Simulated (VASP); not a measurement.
# Zr3S2 (P-3m1) in VASP: relaxation of cell and atoms with PBE

Aim: the relaxation of cell and atoms of Zr3S2 with PBE.

Program: VASP 6.6.1. These are calculated values, not measurements. Logs are shortened: lines on timing, memory, paths and dates and some standing lists are left out, and cuts for length are marked.

## Step 1: The cell of the first run

The structure is trigonal, space group P-3m1 (No. 164). The conventional cell has a = 3.576 Å, b = 3.576 Å, c = 8.759 Å, α = 90.00°, β = 90.00°, γ = 120.00°. Within 3.4 Å of Zr (site symmetry -3m) lie 6 S at 2.59 Å. Zr (site symmetry 3m) has 3 S at 2.56 Å and 3 Zr at 3.31 Å within 3.4 Å. Within 3.4 Å of S (site symmetry 3m) lie 6 Zr at 2.56 to 2.59 Å.

## Step 2: Relaxation of cell and atoms, PBE (atoms taken out)

Input file INCAR:

```
SYSTEM = Zr3S2
  PREC = Accurate
  ENCUT = 600
  EDIFF = 1E-6
  ISMEAR = 0
  SIGMA = 0.1
  LREAL = .FALSE.
  LASPH = .TRUE.
  NELM = 80
  ALGO = Fast
  ISIF = 3
  LWAVE = .FALSE.
  LCHARG = .FALSE.
  GGA = PE
  IBRION = 2
  NSW = 100
  EDIFFG = -0.01
```

Input file KPOINTS:

```
regular mesh
0
G
  12 12 4
  0 0 0
```

Input file POSCAR:

```
Zr3S2
1.0
    3.5761061664      0.0000000000      0.0000000000
   -1.7880530832      3.0969987867      0.0000000000
    0.0000000000      0.0000000000      8.7588455028
Zr S
3 2
Direct
    0.0000000000      0.0000000000      0.0000000000
    0.6666666667      0.3333333333      0.3523486218
    0.3333333333      0.6666666667      0.6476513782
    0.6666666667      0.3333333333      0.8212434089
    0.3333333333      0.6666666667      0.1787565911
```

Potentials or basis: VASP PAW PBE potentials, release 64 (Zr_sv, S).

Started as:

```console
$ cat potpaw_PBE.64/Zr_sv/POTCAR potpaw_PBE.64/S/POTCAR > POTCAR
$ mpirun -np 1 vasp_std > vasp.out
```

OUTCAR:

```text
SYSTEM = Zr3S2
   PREC = Accurate
   ENCUT = 600
   EDIFF = 1E-6
   ISMEAR = 0
   LREAL = .FALSE.
   LASPH = .TRUE.
   NELM = 80
   ISIF = 3
   GGA = PE
   IBRION = 2
   NSW = 100
   EDIFFG = -0.01

 ion  position               nearest neighbor table
   1  0.000  0.000  0.000-   4 2.59   5 2.59   5 2.59   4 2.59   4 2.59   5 2.59   2 3.71   3 3.71
                             3 3.71   2 3.71   3 3.71   2 3.71
   2  0.667  0.333  0.352-   5 2.56   5 2.56   5 2.56   3 3.31   3 3.31   3 3.31   1 3.71   1 3.71
                             1 3.71
   3  0.333  0.667  0.648-   4 2.56   4 2.56   4 2.56   2 3.31   2 3.31   2 3.31   1 3.71   1 3.71
                             1 3.71
   4  0.667  0.333  0.821-   3 2.56   3 2.56   3 2.56   1 2.59   1 2.59   1 2.59
   5  0.333  0.667  0.179-   2 2.56   2 2.56   2 2.56   1 2.59   1 2.59   1 2.59

  LATTYP: Found a hexagonal cell.
 ALAT       =     3.5761061664
 C/A-ratio  =     2.4492688682

  Lattice vectors:

 A1 = (   3.5761061664,   0.0000000000,   0.0000000000)
 A2 = (  -1.7880530832,   3.0969987867,   0.0000000000)
 A3 = (   0.0000000000,   0.0000000000,   8.7588455028)

Analysis of symmetry for initial positions (statically):
=====================================================================
 Subroutine PRICEL returns:
 Original cell was already a primitive cell.

 Routine SETGRP: Setting up the symmetry group for a
 hexagonal supercell.

 Subroutine GETGRP returns: Found 12 space group operations
 (whereof 12 operations were pure point group operations)
 out of a pool of 24 trial point group operations.

The static configuration has the point symmetry D_3d.

Analysis of symmetry for dynamics (positions and initial velocities):
=====================================================================
 Subroutine PRICEL returns:
 Original cell was already a primitive cell.

 Routine SETGRP: Setting up the symmetry group for a
 hexagonal supercell.

 Subroutine GETGRP returns: Found 12 space group operations
 (whereof 12 operations were pure point group operations)
 out of a pool of 24 trial point group operations.

The dynamic configuration has the point symmetry D_3d.

 Subroutine INISYM returns: Found 12 space group operations
 (whereof 12 operations are pure point group operations),
 and found     1 'primitive' translations

----------------------------------------------------------------------------------------

                                     Primitive cell

  volume of cell :      97.0059

  direct lattice vectors                    reciprocal lattice vectors
     3.576106166  0.000000000  0.000000000     0.279633756  0.161446624  0.000000000
    -1.788053083  3.096998787  0.000000000     0.000000000  0.322893249  0.000000000
     0.000000000  0.000000000  8.758845503     0.000000000  0.000000000  0.114170298

  length of vectors
     3.576106166  3.576106166  8.758845503     0.322893249  0.322893249  0.114170298

  position of ions in fractional coordinates (direct lattice)
     0.000000000  0.000000000  0.000000000
     0.666666667  0.333333333  0.352348622
     0.333333333  0.666666667  0.647651378
     0.666666667  0.333333333  0.821243409
     0.333333333  0.666666667  0.178756591

  ion indices of the primitive-cell ions
   primitive index   ion index
                 1           1
                 2           2
                 3           3
                 4           4
                 5           5

----------------------------------------------------------------------------------------

 KPOINTS: regular mesh

Automatic generation of k-mesh.
 Grid dimensions read from file:
 generate k-points for:   12   12    4

 Generating k-lattice:

  Cartesian coordinates                     Fractional coordinates (reciprocal lattice)
     0.023302813  0.013453885  0.000000000     0.083333333  0.000000000  0.000000000
     0.000000000  0.026907771  0.000000000     0.000000000  0.083333333  0.000000000
     0.000000000  0.000000000  0.028542574     0.000000000  0.000000000  0.250000000

  Length of vectors
     0.026907771  0.026907771  0.028542574

  Shift w.r.t. Gamma in fractional coordinates (k-lattice)
     0.000000000  0.000000000  0.000000000

 Subroutine IBZKPT returns following result:
 ===========================================

 Found     69 irreducible k-points:

 Following reciprocal coordinates:
            Coordinates               Weight
  0.000000  0.000000  0.000000      1.000000
  0.083333  0.000000  0.000000      6.000000
  0.166667  0.000000  0.000000      6.000000
  0.250000  0.000000  0.000000      6.000000
  0.333333  0.000000  0.000000      6.000000
  0.416667  0.000000  0.000000      6.000000
[... 16 lines left out ...]
  0.166667  0.000000  0.250000      6.000000
  0.000000  0.166667  0.250000      6.000000
 [... further k-points ...]
   k-points           NKPTS =     69   k-points in BZ     NKDIM =     69   number of bands    NBANDS=     28
   number of dos      NEDOS =    301   number of ions     NIONS =      5
   total plane-waves  NPLWV =  63000
   dimension x,y,z NGX =    30 NGY =   30 NGZ =   70
   dimension x,y,z NGXF=    60 NGYF=   60 NGZF=  140
   ions per type =               3   2
   NGX,Y,Z   is equivalent  to a cutoff of  13.95, 13.95, 13.29 a.u.
   NGXF,Y,Z  is equivalent  to a cutoff of  27.89, 27.89, 26.57 a.u.
 SYSTEM =  Zr3S2
   PREC   = accura    normal or accurate (medium, high low for compatibility)
   ISTART =      0    job   : 0-new  1-cont  2-samecut
   ICHARG =      2    charge: 1-file 2-atom 10-const
   ISPIN  =      1    spin polarized calculation?
   LNONCOLLINEAR =      F non collinear calculations
   LSORBIT =      F    spin-orbit coupling
   LASPH  =      T    aspherical Exc in radial PAW
   ENCUT  =  600.0 eV  44.10 Ry    6.64 a.u.   7.14  7.14 17.49*2*pi/ulx,y,z
   NELM   =     80;   NELMIN=  2; NELMDL= -5     # of ELM steps
   EDIFF  = 0.1E-05   stopping-criterion for ELM
   LREAL  =      F    real-space projection
   EDIFFG = -.1E-01   stopping-criterion for IOM
   NSW    =    100    number of steps for IOM
   IBRION =      2    ionic relax: 0-MD 1-quasi-New 2-CG
   NFREE  =      1    steps in history (QN), initial steepest desc. (CG)
   ISIF   =      3    stress and relaxation
   ISYM   =      2    0-nonsym 1-usesym 2-fastsym
   POTIM  = 0.5000    time-step for ionic-motion
   TEBEG  =    0.0;   TEEND  =   0.0 temperature during run
   PSTRESS=    0.0 pullay stress
   NELECT =      48.0000    total number of electrons
   NUPDOWN=      -1.0000    fix difference up-down
   EMIN   =  10.00;   EMAX   =-10.00  energy-range for DOS
   EFERMI =   0.00;   METHOD = LEGACY
   ISMEAR =     0;   SIGMA  =   0.10  broadening in eV -4-tet -1-fermi 0-gaus
   EFERMI_NEDOS =   21; number of points for ismear=-14 and -15
   IALGO  =     68    algorithm
   IMIX   =      4    mixing-type and parameters
     AMIX     =   0.40;   BMIX     =  1.00
     AMIX_MAG =   1.60;   BMIX_MAG =  1.00
  volume/ion in A,a.u.               =      19.40       130.93
  Fermi-wavevector in a.u.,A,eV,Ry     =   1.294859  2.446929 22.812341  1.676660
  Thomas-Fermi vector in A             =   2.426415
   LORBIT       =      0    0 simple, 1 ext, 2 COOP (PROOUT), +10 PAW based schemes
   GGA     = PE    functional components
   LHFCALC =     F    Hartree Fock is set to
   AEXX    =    0.0000 exact exchange contribution
   IVDW    =     0    specifies the selected vdW correction
   LEPSILON=     F    determine dielectric tensor
   LRPA    =     F    only Hartree local field effects (RPA)
 conjugate gradient relaxation of ions
 non-spin polarized calculation
 RMM-DIIS sequential band-by-band and
 Gauss-broadening in eV      SIGMA  =   0.10
  energy-cutoff  :      600.00
  volume of cell :       97.01
 maximum number of plane-waves:      3276
 NGX is ok and might be reduce to    30
   NGX = 15   NGY = 15   NGZ = 35

--------------------------------------- Ionic step        1  -------------------------------------------

 number of electron      48.0000000 magnetization

 Free energy of the ion-electron system (eV)
  ---------------------------------------------------
  ext. energy  EPLUGINS =         0.00000000
  ---------------------------------------------------
  free energy    TOTEN  =       -39.46898423 eV

  energy without entropy =      -39.45027416  energy(sigma->0) =      -39.45962919

------------------------ aborting loop because EDIFF is reached ----------------------------------------

  FORCE on cell =-STRESS in cart. coord.  units (eV):
  Direction    XX          YY          ZZ          XY          YZ          ZX
  --------------------------------------------------------------------------------------
  -------------------------------------------------------------------------------------
  Total        0.1290389      0.1290389     -0.1731582      0.0000000      0.0000000      0.0000000
  in kB        2.1312432      2.1312432     -2.8599296      0.0000000      0.0000000      0.0000000
  external PRESSURE =       0.4675190 kB  Pullay stress =       0.0000000 kB

 VOLUME and BASIS-vectors are now :
 -----------------------------------------------------------------------------
  energy-cutoff  :      600.00
  volume of cell :       97.01
      direct lattice vectors                 reciprocal lattice vectors
     3.576106166  0.000000000  0.000000000     0.279633756  0.161446624  0.000000000
    -1.788053083  3.096998787  0.000000000     0.000000000  0.322893249  0.000000000
     0.000000000  0.000000000  8.758845503     0.000000000  0.000000000  0.114170298
[... 235 lines left out ...]
 POSITION                                       TOTAL-FORCE (eV/Angst)
 -----------------------------------------------------------------------------------
      0.00000      0.00000      0.00000        -0.000000      0.000000      0.000000
      1.79565      1.03672      3.04118        -0.000000     -0.000000     -0.008106
     -0.00000      2.07343      5.65884         0.000000      0.000000      0.008106
      1.79565      1.03672      7.13704         0.000000      0.000000      0.012601
     -0.00000      2.07343      1.56297        -0.000000     -0.000000     -0.012601
 -----------------------------------------------------------------------------------
    total drift:                               -0.000000      0.000000     -0.000000

  FREE ENERGIE OF THE ION-ELECTRON SYSTEM (eV)
  ---------------------------------------------------
  free  energy   TOTEN  =       -39.4774950206 eV

  energy  without entropy=      -39.4571871674  energy(sigma->0) =      -39.46734109

--------------------------------------- Ionic step        8  -------------------------------------------

 number of electron      48.0000002 magnetization

 Free energy of the ion-electron system (eV)
  ---------------------------------------------------
  ext. energy  EPLUGINS =         0.00000000
  ---------------------------------------------------
  free energy    TOTEN  =       -39.47752707 eV

  energy without entropy =      -39.45722969  energy(sigma->0) =      -39.46737838

 E-fermi :   9.8475     XC(G=0): -11.1725

 val. band max:        9.8459915326   @ k =   0.3333   0.2500   0.2500
 cond. band min:       9.8585169216   @ k =   0.0833   0.0833   0.2500
 fundamental gap:      0.0125253891
 Fermi energy:         9.8475088113

 k-point     1 :       0.0000    0.0000    0.0000
  band No.  band energies     occupation
      1     -40.1691      2.00000
      2     -39.3595      2.00000
      3     -39.3205      2.00000
      4     -18.3817      2.00000
      5     -18.1304      2.00000
      6     -18.1304      2.00000
[... 20 lines left out ...]
     27      10.0119      0.02006
[... 691 lines left out ...]
      6     -18.1489      2.00000
[... 20 lines left out ...]
     27      10.3854      0.00000
     28      10.4909      0.00000

 [... further k-points ...]

------------------------ aborting loop because EDIFF is reached ----------------------------------------

  FORCE on cell =-STRESS in cart. coord.  units (eV):
  Direction    XX          YY          ZZ          XY          YZ          ZX
  --------------------------------------------------------------------------------------
  -------------------------------------------------------------------------------------
  Total       -0.0081727     -0.0081727      0.0078102      0.0000000     -0.0000000      0.0000000
  in kB       -0.1347633     -0.1347633      0.1287850      0.0000000     -0.0000000      0.0000000
  external PRESSURE =      -0.0469139 kB  Pullay stress =       0.0000000 kB

 VOLUME and BASIS-vectors are now :
 -----------------------------------------------------------------------------
  energy-cutoff  :      600.00
  volume of cell :       97.16
      direct lattice vectors                 reciprocal lattice vectors
     3.590611794 -0.000000000 -0.000000000     0.278504070  0.160794400 -0.000000000
    -1.795305897  3.109561028  0.000000000     0.000000000  0.321588800 -0.000000000
     0.000000000  0.000000000  8.702377740     0.000000000 -0.000000000  0.114911123

 POSITION                                       TOTAL-FORCE (eV/Angst)
 -----------------------------------------------------------------------------------
      0.00000      0.00000      0.00000         0.000000      0.000000      0.000000
      1.79531      1.03652      3.04136        -0.000000     -0.000000     -0.003878
     -0.00000      2.07304      5.66102         0.000000      0.000000      0.003878
      1.79531      1.03652      7.14004         0.000000      0.000000      0.001259
     -0.00000      2.07304      1.56233        -0.000000     -0.000000     -0.001259
 -----------------------------------------------------------------------------------
    total drift:                               -0.000000      0.000000     -0.000000

  FREE ENERGIE OF THE ION-ELECTRON SYSTEM (eV)
  ---------------------------------------------------
  free  energy   TOTEN  =       -39.4775270727 eV

  energy  without entropy=      -39.4572296929  energy(sigma->0) =      -39.46737838

 reached required accuracy - stopping structural energy minimisation
```

Wall time 55 min (1 thread of Oxide Virtual Turin-like, shared host); peak memory 0.36 GiB.

Results:

- Free energy: -39.4775 eV
- Relaxed volume: 19.43 Å³/atom
- Relaxed cell: a = 3.591 Å, b = 3.591 Å, c = 8.702 Å, α = 90.00°, β = 90.00°, γ = 120.00°
- Space group after relaxing (to 0.1 Å): P-3m1 (No. 164)
- Energy gained by relaxing: 1.7 meV/atom
- Ionic steps: 8
- Pressure after relaxing: 0.0 GPa
- Largest force after relaxing: 0.004 eV/Å
- Band gap on the k mesh: zero (bands 24 and 25 overlap by 0.88 eV)

Forces in eV/Å, atoms in the order of the input:
```
Zr   0.000  0.000  0.000
Zr   0.000  0.000 -0.004
Zr   0.000  0.000  0.004
S    0.000  0.000  0.001
S    0.000  0.000 -0.001
```

Step by step:
| step | energy change (eV) | largest force (eV/Å) | pressure (GPa) | volume (Å³) |
| --- | --- | --- | --- | --- |
| 1 | 0.0000 | 0.2488 | 0.05 | 97.01 |
| 2 | -0.0064 | 0.1086 | -0.01 | 97.09 |
| 3 | -0.0075 | 0.0661 | -0.03 | 97.13 |
| 4 | -0.0083 | 0.0391 | 0.06 | 97.09 |
| 5 | -0.0084 | 0.0200 | 0.12 | 97.05 |
| 6 | -0.0084 | 0.0117 | -0.19 | 97.31 |
| 7 | -0.0085 | 0.0126 | -0.03 | 97.17 |
| 8 | -0.0085 | 0.0039 | 0.00 | 97.16 |

Final structure:
```
Zr S
1.0
     3.59061    0.00000    0.00000
    -1.79531    3.10956    0.00000
     0.00000    0.00000    8.70238
Zr S
3 2
Direct
  0.00000 0.00000 0.00000
  0.66667 0.33333 0.34949
  0.33333 0.66667 0.65051
  0.66667 0.33333 0.82047
  0.33333 0.66667 0.17953
```

Caveat: the cell differs from its parent crystal (atoms taken out).
